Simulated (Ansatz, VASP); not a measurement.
**Mg2Si3N: VASP beside Ansatz**

```
CELL_PARAMETERS angstrom
2.69150 1.55394 3.52345
-2.69150 1.55394 3.52345
0.00000 -3.10788 3.52345
ATOMIC_POSITIONS crystal
Mg 0.37380 0.37380 0.37380
Mg 0.62620 0.62620 0.62620
Si 0.50000 0.00000 0.00000
Si 0.00000 0.00000 0.50000
Si 0.00000 0.50000 0.00000
N 0.00000 0.00000 0.00000
```

Change from the starting cell: species swapped into the Hf2Al3Au type (R-3m, No. 166).

Alike in both runs: functional PBE; k mesh 4 × 4 × 4; occupations gaussian, width 0.2 eV; no spin polarisation.

Ansatz relaxed the structure, and its values are those at the end. VASP's run is a single point on that final structure, the one shown.

|  | VASP | Ansatz |
| --- | --- | --- |
| version | VASP 6.6.1 | Ansatz 0.2.0 |
| potentials or method | VASP PAW PBE potentials, release 64 (Mg, Si, N), cutoff 600 eV | scalar-relativistic, plane waves, PAW |
| valence electrons in the cell | 21 | 37 |

|  | VASP | Ansatz | Ansatz less VASP |
| --- | --- | --- | --- |
| gap on the k mesh at the Fermi level (eV) | none | none | - |
| pressure (GPa) | 0.0 | 0.2 | +0.15 |
| rms of the force components (eV/Å) | 0.008 | 0.006 | -0.0015 |

A gap of «none» marks a metal or a gap that the smearing closes. The functional is the same, so the differences come from potentials, cutoffs and numerics. VASP's potentials hold 21 valence electrons a cell and Ansatz's 37, so a difference there can come from the potentials and not from the codes.

The k mesh is coarse, so the values compare programs but aren't converged.
